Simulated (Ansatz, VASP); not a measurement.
Sb: VASP beside Ansatz

```
Sb
1.0
    -1.90877    1.90877    1.87134
     1.90877   -1.90877    1.87134
     1.90877    1.90877   -1.87134
Sb
1
Direct
  0.00000 0.00000 0.00000
```

Change from the starting cell: strain_xy = 0.02.

Alike in both runs: functional PBEsol; k mesh 10 × 10 × 10; occupations fermi-dirac, width 0.05 eV; no spin polarisation.

|  | VASP | Ansatz |
| --- | --- | --- |
| version | VASP 6.6.1 | Ansatz 0.2.0 |
| potentials or method | VASP PAW PBE potentials, release 64 (Sb), cutoff 500 eV | all-electron LAPW, scalar-relativistic |
| task | single point | band structure |

|  | VASP | Ansatz | Ansatz less VASP |
| --- | --- | --- | --- |
| gap on the k mesh at the Fermi level (eV) | none | none | - |
| pressure (GPa) | -2.5 | -2.5 | +0.03 |
| traceless stress, the component that is largest in VASP (GPa) | -0.49 | -0.49 | +0.003 |

VASP's potentials were made for PBE, not for PBEsol. A gap of «none» marks a metal or a gap that the smearing closes. Ansatz ran all-electron here, and VASP with PAW potentials.

Neither program's run includes spin-orbit coupling.
